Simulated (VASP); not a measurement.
Input of a VASP 6.6.1 run:

The input INCAR:

```
PREC = Accurate
ENCUT = 500
EDIFF = 1E-6
ISMEAR = -1
SIGMA = 0.1
LREAL = False
LASPH = True
NELM = 120
ALGO = Normal
ISIF = 2
LWAVE = False
LCHARG = False
GGA = PE
IVDW = 12
NBANDS = 8
GGA_COMPAT = False
```

The input KPOINTS:

```
regular mesh
0
Gamma
  10 10 10
```

Contents of POSCAR:

```
Al
1.0
    0.0000000000      2.0248050000      2.0248050000
    2.0248050000      0.0000000000      2.0248050000
    2.0248050000      2.0248050000      0.0000000000
Al
1
Direct
    0.0000000000      0.0000000000      0.0000000000
```

Potentials or basis: VASP PAW PBE potentials, release 64 (Al).

The run is started by

```bash
$ cat potpaw_PBE.64/Al/POTCAR > POTCAR
$ mpirun -np 1 vasp_std > vasp.out
```

**Question.** What does it give for the pressure?

**Answer.** -3.8 GPa.

**Question.** What does it give for the band gap on the k mesh?

**Answer.** Zero (an odd number of electrons rules out a gap without spin polarisation).

**Question.** Predict the dispersion energy per atom.

**Answer.** -0.334 eV.

Caveat: three body term missing; the cell stands under tension.
